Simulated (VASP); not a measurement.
# LiH (F-43m) in VASP: notebook, part 2 of 2

VASP 6.6.1. The steps go on from the part before.

## (3) Single point, PBE

Input file INCAR:

```
SYSTEM = LiH
ALGO     = Normal         ! electronic algorithm
EDIFF    = 1E-7           ! SCF threshold, eV
ENCUT    = 520            ! plane-wave cutoff, eV
GGA      = PE             ! functional
ISIF     = 2              ! what is computed and relaxed
ISMEAR   = 0              ! smearing method
LASPH    = .TRUE.         ! aspherical terms in the spheres
LCHARG   = .TRUE.         ! write CHGCAR
LELF     = .TRUE.         ! ELF
LREAL    = .FALSE.        ! projectors in reciprocal space
LVHAR    = .TRUE.       
LWAVE    = .FALSE.        ! write WAVECAR
NBANDS   = 9              ! bands
NELM     = 60             ! most SCF steps
PREC     = Accurate       ! precision mode
SIGMA    = 0.01           ! smearing width, eV
```

Input file KPOINTS:

```
k-points
0
G
  6 6 6
  0 0 0
```

Input file POSCAR:

```
LiH
1.0
    0.0000000000      2.1451220117      2.1451220117
    2.1451220117      0.0000000000      2.1451220117
    2.1451220117      2.1451220117      0.0000000000
Li H
1 1
Direct
    0.0000000000      0.0000000000      0.0000000000
    0.2500000000      0.2500000000      0.2500000000
```

Potentials or basis: VASP PAW PBE potentials, release 64 (Li_sv, H).

Run with:

```
> cat potpaw_PBE.64/Li_sv/POTCAR potpaw_PBE.64/H/POTCAR > POTCAR
> mpirun -np 1 vasp_std > vasp.out
```

It took 6.2 s on 1 thread of AMD EPYC 7R43 (Zen 3), shared host; peak memory 0.09 GiB.

It converged, with:

```
Free energy            : -6.0305 eV
Band gap on the k mesh : 4.30 eV, indirect (least direct gap 5.27 eV)
```

Levels at points of the mesh, in eV from the valence-band top:
| k point | band 1 | band 2 | band 3 | band 4 | band 5 | band 6 | band 7 |
| --- | --- | --- | --- | --- | --- | --- | --- |
| (0.00, 0.00, 0.00) | -43.27 | -3.61 | 13.16 | 17.36 | 17.36 | 17.36 | 19.92 |
| (0.50, 0.00, 0.00) | -43.24 | -0.97 | 4.30 | 15.14 | 15.14 | 16.14 | 19.06 |
| (0.50, 0.50, 0.00) | -43.24 | -0.26 | 7.28 | 10.05 | 10.82 | 10.82 | 18.45 |

Caveat: the k points lie up to 0.42 Å⁻¹ apart; the cutoff is under 1.25 times the usual one of these potentials, so pressure, stress and relaxed cells hold a basis-set (Pulay) error. A k mesh can miss the band edges.

## (4) Single point, r2SCAN

POSCAR is that of step 3.

Input file INCAR.step1:

```
PREC = Accurate
ENCUT = 520
ISMEAR = 0
SIGMA = 0.01
LREAL = F
LASPH = T
NELM = 100
NBANDS = 9
GGA = PE
ALGO = Normal
EDIFF = 1E-4
LWAVE = T
LCHARG = F
```

Input file INCAR.step2:

```
PREC = Accurate
ENCUT = 520
EDIFF = 1E-6
ISMEAR = 0
SIGMA = 0.01
LREAL = F
LASPH = T
NELM = 100
ALGO = Normal
ISIF = 2
LWAVE = F
LCHARG = F
METAGGA = R2SCAN
LMIXTAU = T
NBANDS = 9
ISTART = 1
```

Input file KPOINTS:

```
Automatic mesh
0
Gamma
  6 6 6
```

Run with:

```
> cat potpaw_PBE.64/Li_sv/POTCAR potpaw_PBE.64/H/POTCAR > POTCAR
> cp INCAR.step1 INCAR
> mpirun -np 1 vasp_std > vasp.out
> cp INCAR.step2 INCAR
> mpirun -np 1 vasp_std > vasp.out
```

Wall time 40 s (1 thread of AMD EPYC 7R43 (Zen 3), shared host); peak memory 0.1 GiB.

The run converged. Its results:

| Property | Result |
| --- | --- |
| Free energy | -6.7104 eV |
| Band gap on the k mesh | 4.88 eV, indirect (least direct gap 5.85 eV) |

Levels at points of the mesh, in eV from the valence-band top:
| k point | band 1 | band 2 | band 3 | band 4 | band 5 |
| --- | --- | --- | --- | --- | --- |
| (0.00, 0.00, 0.00) | -44.64 | -3.59 | 14.21 | 18.96 | 18.96 |
| (0.50, 0.00, 0.00) | -44.62 | -0.97 | 4.88 | 16.32 | 16.32 |
| (0.50, 0.50, 0.00) | -44.61 | -0.24 | 7.93 | 10.85 | 11.63 |

Caveat: the k points lie up to 0.42 Å⁻¹ apart; the cutoff is under 1.25 times the usual one of these potentials, so pressure, stress and relaxed cells hold a basis-set (Pulay) error; the PAW data sets were made with another functional, which shifts forces and pressure a little. A k mesh can miss the band edges.

## (5) Single point, PBE

Input file INCAR:

```
PREC = Accurate
ENCUT = 520
EDIFF = 1E-6
ISMEAR = 0
SIGMA = 0.01
LREAL = F
LASPH = T
NELM = 80
ALGO = Normal
ISIF = 2
LWAVE = F
LCHARG = F
GGA = PE
NBANDS = 9
```

Input file KPOINTS:

```
regular mesh
0
Gamma
  10 10 10
```

POSCAR is that of step 4.

Potentials or basis: VASP PAW PBE potentials, release 64 (Li_sv, H).

Run with:

```
> cat potpaw_PBE.64/Li_sv/POTCAR potpaw_PBE.64/H/POTCAR > POTCAR
> mpirun -np 1 vasp_std > vasp.out
```

OUTCAR:

```text
PREC = Accurate
   ENCUT = 520
   EDIFF = 1E-6
   ISMEAR = 0
   LREAL = F
   LASPH = T
   NELM = 80
   ISIF = 2
   GGA = PE

 ion  position               nearest neighbor table
   1  0.000  0.000  0.000-
   2  0.250  0.250  0.250-

  LATTYP: Found a face centered cubic cell.
 ALAT       =     4.2902440234

  Lattice vectors:

 A1 = (   0.0000000000,   2.1451220117,   2.1451220117)
 A2 = (   2.1451220117,   0.0000000000,   2.1451220117)
[... 471 lines left out ...]
 [... further k-points ...]

------------------------ aborting loop because EDIFF is reached ----------------------------------------

  FORCE on cell =-STRESS in cart. coord.  units (eV):
  Direction    XX          YY          ZZ          XY          YZ          ZX
  --------------------------------------------------------------------------------------
  -------------------------------------------------------------------------------------
  Total       -0.0252529     -0.0252529     -0.0252529      0.0000000      0.0000000     -0.0000000
  in kB       -2.0494452     -2.0494452     -2.0494452      0.0000000      0.0000000     -0.0000000
  external PRESSURE =      -2.0494452 kB  Pullay stress =       0.0000000 kB

 VOLUME and BASIS-vectors are now :
 -----------------------------------------------------------------------------
  energy-cutoff  :      520.00
  volume of cell :       19.74
      direct lattice vectors                 reciprocal lattice vectors
     0.000000000  2.145122012  2.145122012    -0.233086975  0.233086975  0.233086975
     2.145122012  0.000000000  2.145122012     0.233086975 -0.233086975  0.233086975
     2.145122012  2.145122012  0.000000000     0.233086975  0.233086975 -0.233086975

 POSITION                                       TOTAL-FORCE (eV/Angst)
 -----------------------------------------------------------------------------------
      0.00000      0.00000      0.00000         0.000000      0.000000      0.000000
      1.07256      1.07256      1.07256        -0.000000     -0.000000     -0.000000
 -----------------------------------------------------------------------------------
    total drift:                               -0.000000     -0.000000     -0.000000

  FREE ENERGIE OF THE ION-ELECTRON SYSTEM (eV)
  ---------------------------------------------------
  free  energy   TOTEN  =        -6.0306580088 eV

  energy  without entropy=       -6.0306580088  energy(sigma->0) =       -6.03065801
```

OSZICAR:

```text
N       E                     dE             d eps       ncg     rms          rms(c)
DAV:   1    -0.958706058914E+00   -0.95871E+00   -0.14627E+03   854   0.416E+02
DAV:   2    -0.626452373893E+01   -0.53058E+01   -0.52758E+01  1161   0.568E+01
DAV:   3    -0.637290785875E+01   -0.10838E+00   -0.10831E+00  1059   0.673E+00
DAV:   4    -0.637393142063E+01   -0.10236E-02   -0.10232E-02  1116   0.513E-01
DAV:   5    -0.637393636604E+01   -0.49454E-05   -0.49454E-05  1092   0.289E-02    0.331E+00
DAV:   6    -0.610152223480E+01    0.27241E+00   -0.26160E-01   891   0.143E+00    0.161E+00
DAV:   7    -0.602526656917E+01    0.76256E-01   -0.29423E-01   947   0.172E+00    0.290E-01
DAV:   8    -0.603069601154E+01   -0.54294E-02   -0.11750E-02   983   0.546E-01    0.522E-02
DAV:   9    -0.603065806313E+01    0.37948E-04   -0.23870E-04  1089   0.708E-02    0.912E-03
DAV:  10    -0.603065853623E+01   -0.47310E-06   -0.11362E-05  1066   0.229E-02    0.512E-03
DAV:  11    -0.603065800876E+01    0.52747E-06   -0.16625E-06  1112   0.383E-03
   1 F= -.60306580E+01 E0= -.60306580E+01  d E =-.132036E-45
```

Run time: 14 s. Hardware: 1 thread of AMD EPYC 7R43 (Zen 3), shared host; peak memory 0.1 GiB.

What came out:

| Quantity | Value |
| --- | --- |
| Free energy | -6.0307 eV |
| Band gap on the k mesh | 4.24 eV, indirect (least direct gap 5.27 eV) |

Levels at points of the mesh, in eV from the valence-band top:
```tsv
k point	band 1	band 2	band 3	band 4	band 5	band 6
(0.00, 0.00, 0.00)	-43.32	-3.66	13.10	17.30	17.30	17.30
(0.50, 0.00, 0.00)	-43.30	-1.03	4.24	15.08	15.08	16.09
(0.50, 0.50, 0.00)	-43.29	-0.31	7.22	9.99	10.76	10.76
```

Caveat: the cutoff is under 1.25 times the usual one of these potentials, so pressure, stress and relaxed cells hold a basis-set (Pulay) error. As with any semilocal functional, this PBE gap is likely too small.

## (6) Overview

```csv
level,k mesh,gap on the mesh (eV)
PBE,6 × 6 × 6,4.30
r2SCAN,6 × 6 × 6,4.88
PBE,10 × 10 × 10,4.24
```

Alike in all rows: task single point; potentials or basis VASP PAW PBE potentials, release 64 (Li_sv, H); no spin polarisation; cell as given; cutoff (eV) 520; smearing gaussian 0.01 eV.

Caveats: some runs use coarse meshes; the cutoff is under 1.25 times the usual one of these potentials, so pressure, stress and relaxed cells hold a basis-set (Pulay) error; the PAW data sets were made with another functional, which shifts forces and pressure a little (some runs).

Total energies depend on the potentials used, so only differences within one code and one set of settings carry meaning.
